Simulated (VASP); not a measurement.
Write the native input for VASP 6.6.1 that does the following.

```yaml
Task: single point
Functional: PBE
Potentials_or_basis: VASP PAW PBE potentials, release 64 (Li_sv, F)
Cutoff: 520 eV
k_mesh: 4 × 4 × 4
Occupations: gaussian, width 0.1 eV
Spin: no spin polarisation
Dipole_correction: no
Further_INCAR_settings: ALGO = Normal; EDIFF = 1e-06; NBANDS = 42
```

The structure of LiF lies in POSCAR:

```
LiF
1.0
   -5.2462310738      0.1316899113     -0.3799351360
   -2.7523305836      4.9377852180     -0.9525828781
   -2.8785779708      0.8608309676     -5.2721272174
Li F
6 6
Direct
    0.9217209191      1.0064491994      0.8359256346
    0.5019605398      0.6585655166      0.4706878413
    0.6871618458      1.0956007508      0.5159128834
    0.1818132219      0.8545614427      0.1642184409
    0.1256470691      0.3766663724      0.8683356349
    0.4200688001      0.2743846932      0.1630907232
    0.5844125759      0.3344993984      0.7643494147
    0.0866438154      0.1873840811      0.2331891220
    0.2776133502      1.0418826139      0.7802775437
    0.7447343284      0.9130681991      0.2433380893
    1.0110708372      0.7557446327      0.6878911636
    0.4571526971      0.5011930998      0.2727835082
```

These files were run (other wordings do the same):

INCAR

```
SYSTEM = LiF
PREC     = Accurate       ! precision mode
ENCUT    = 520            ! plane-wave cutoff, eV
EDIFF    = 1E-6           ! SCF threshold, eV
ISMEAR   = 0              ! smearing method
SIGMA    = 0.1            ! smearing width, eV
LREAL    = .FALSE.        ! projectors in reciprocal space
LASPH    = .TRUE.         ! aspherical terms in the spheres
NELM     = 100            ! most SCF steps
ALGO     = Normal         ! electronic algorithm
ISIF     = 2              ! what is computed and relaxed
LWAVE    = .FALSE.        ! write WAVECAR
LCHARG   = .FALSE.        ! write CHGCAR
GGA      = PE             ! functional
NBANDS   = 42             ! bands
```

KPOINTS

```
Automatic mesh
0
G
  4 4 4
  0 0 0
```

Potentials or basis: VASP PAW PBE potentials, release 64 (Li_sv, F).

Launch:

```sh
$ cat potpaw_PBE.64/Li_sv/POTCAR potpaw_PBE.64/F/POTCAR > POTCAR
$ mpirun -np 1 vasp_std > vasp.out
```

Results of the run:

```yaml
Largest_force: 0.028 eV/Å
Band_gap_on_the_k_mesh: 7.13 eV, indirect (the least direct gap lies 3.6 meV higher)
```

Wall time 2.6 min on 1 thread of Intel(R) Xeon(R) 6975P-C (Granite Rapids), with other jobs on the host, peak memory 0.34 GiB.
